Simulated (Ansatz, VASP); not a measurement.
Cu: VASP beside Ansatz

Contents of INCAR:

```
PREC = Accurate
ENCUT = 600
EDIFF = 1E-6
ISMEAR = 0
SIGMA = 0.1
LREAL = False
LASPH = True
NELM = 100
ALGO = Fast
ISIF = 3
LWAVE = False
LCHARG = False
GGA = PS
IBRION = 2
NSW = 100
EDIFFG = -0.01
```

Contents of KPOINTS:

```
regular mesh
0
Gamma
  8 8 8
```

The input POSCAR:

```
Cu
1.0
    4.5274688734      0.0000000000      0.0000000000
    0.0000000000      4.5274688734      0.0000000000
    0.0000000000      0.0000000000      4.5274688734
Cu
8
Direct
    0.5000000000      0.5000000000      0.5000000000
    0.0000000000      0.0000000000      0.0000000000
    0.2500000000      0.0000000000      0.5000000000
    0.5000000000      0.2500000000      0.0000000000
    0.5000000000      0.7500000000      0.0000000000
    0.7500000000      0.0000000000      0.5000000000
    0.0000000000      0.5000000000      0.7500000000
    0.0000000000      0.5000000000      0.2500000000
```

Input for Ansatz:

```yaml
crystal:
  lattice:
    - [4.5274688734, 0.0, 0.0]
    - [0.0, 4.5274688734, 0.0]
    - [0.0, 0.0, 4.5274688734]
  atoms:
    - { symbol: Cu, position: [0.5, 0.5, 0.5] }
    - { symbol: Cu, position: [0.0, 0.0, 0.0] }
    - { symbol: Cu, position: [0.25, 0.0, 0.5] }
    - { symbol: Cu, position: [0.5, 0.25, 0.0] }
    - { symbol: Cu, position: [0.5, 0.75, 0.0] }
    - { symbol: Cu, position: [0.75, 0.0, 0.5] }
    - { symbol: Cu, position: [0.0, 0.5, 0.75] }
    - { symbol: Cu, position: [0.0, 0.5, 0.25] }
basis:
  ecutwfc: 420
kpoints:
  mp_grid: { grid: [8, 8, 8] }
hamiltonian:
  xc: pbesol
scf:
  occupations: { method: gaussian, width: 0.1 }
output:
  forces: true
  stress: true
  eigenvalues: true
relax:
  adjacent_minimum: "off"
  f_tol: 0.01
  max_steps: 80
  cell: { stress_tol: 0.05 }
```

Alike in both runs: task relaxation of cell and atoms; functional PBEsol; k mesh 8 × 8 × 8; occupations gaussian, width 0.1 eV; no spin polarisation.

```csv
,VASP,Ansatz
version,VASP 6.6.1,Ansatz 0.2.0
potentials or method,"VASP PAW PBE potentials, release 64 (Cu), cutoff 600 eV","scalar-relativistic, plane waves, PAW"
valence electrons in the cell,88,152
```

```csv
,VASP,Ansatz,Ansatz less VASP
"gap on the k mesh at the Fermi level, each at its own relaxed structure (eV)",none,none,-
relaxed volume (Å³/atom),11.66,11.60,-0.056
relaxed length of the cell vector where the two differ most in proportion (Å),4.535,4.528,-0.0073
```

VASP's potentials were made for PBE, not for PBEsol. A gap of «none» marks a metal or a gap that the smearing closes. VASP's potentials hold 88 valence electrons a cell and Ansatz's 152, so a difference there can come from the potentials and not from the codes.
